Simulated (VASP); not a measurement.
The system is Ru.

```
Ru
1.0
     4.44622    0.00000    0.00000
     0.00000    4.83270    0.00000
    -1.99437    0.00000    4.39657
Ru
6
Direct
  0.00000 0.00000 0.00000
  0.00000 0.50000 0.50000
  0.42500 0.36000 0.26500
  0.57500 0.86000 0.23500
  0.57500 0.64000 0.73500
  0.42500 0.14000 0.76500
```

| Quantity | Value |
| --- | --- |
| Program | VASP 6.6.1 |
| Task | relaxation of cell and atoms |
| Functional | PBE |
| Potentials or basis | VASP PAW PBE potentials, release 64 (Ru_pv) |
| Cutoff | 600 eV |
| k mesh | 4 × 4 × 4 |
| Occupations | gaussian, width 0.1 eV |
| Spin | no spin polarisation |

At the start: pressure 9.8 GPa; volume 15.75 Å³/atom.

Task: How do energy, volume and symmetry change on relaxing?

Result: Over 20 steps the energy falls by 644.4 meV/atom and the volume is 14.48 Å³/atom (-8.0 %); space group Cmce (No. 64, to 0.05 Å).

The path:
```csv
step,energy change (eV),largest force (eV/Å),pressure (GPa),volume (Å³)
1,0.0000,1.8854,9.78,94.47
2,-0.2415,0.8121,-21.28,107.82
3,-0.6192,1.0821,-10.71,101.56
4,-1.5405,2.1904,-1.78,95.30
5,-1.5750,2.5063,1.62,93.88
6,-2.3821,2.3686,1.74,91.49
7,-2.8129,1.7329,6.02,88.18
8,-3.3983,0.7373,-11.08,91.82
9,-3.3986,0.7348,-10.64,91.69
10,-3.7007,0.9259,7.21,84.81
11,-3.7436,0.8519,1.90,86.46
12,-3.8396,0.3675,0.40,86.69
13,-3.8484,0.2370,0.03,86.76
14,-3.8486,0.2262,0.01,86.77
15,-3.8618,0.1670,0.01,86.78
16,-3.8618,0.1680,0.01,86.78
17,-3.8653,0.0761,0.05,86.80
18,-3.8659,0.0540,0.09,86.80
19,-3.8660,0.0547,0.09,86.80
20,-3.8664,0.0349,-0.08,86.89
```

Final structure:
```cif
data_structure
_symmetry_space_group_name_H-M 'P 1'
_symmetry_Int_Tables_number 1
_cell_length_a 4.8492
_cell_length_b 4.6250
_cell_length_c 4.3276
_cell_angle_alpha 90.000
_cell_angle_beta 116.459
_cell_angle_gamma 90.000
_cell_volume 86.89
loop_
_atom_site_label
_atom_site_type_symbol
_atom_site_fract_x
_atom_site_fract_y
_atom_site_fract_z
_atom_site_occupancy
Ru1 Ru 0.00000 0.00000 0.00000 1
Ru2 Ru 0.00000 0.50000 0.50000 1
Ru3 Ru 0.36569 0.43080 0.18306 1
Ru4 Ru 0.63431 0.93080 0.31694 1
Ru5 Ru 0.63431 0.56920 0.81694 1
Ru6 Ru 0.36569 0.06920 0.68306 1
```

Caveat: the k points lie up to 0.41 Å⁻¹ apart in the final cell.
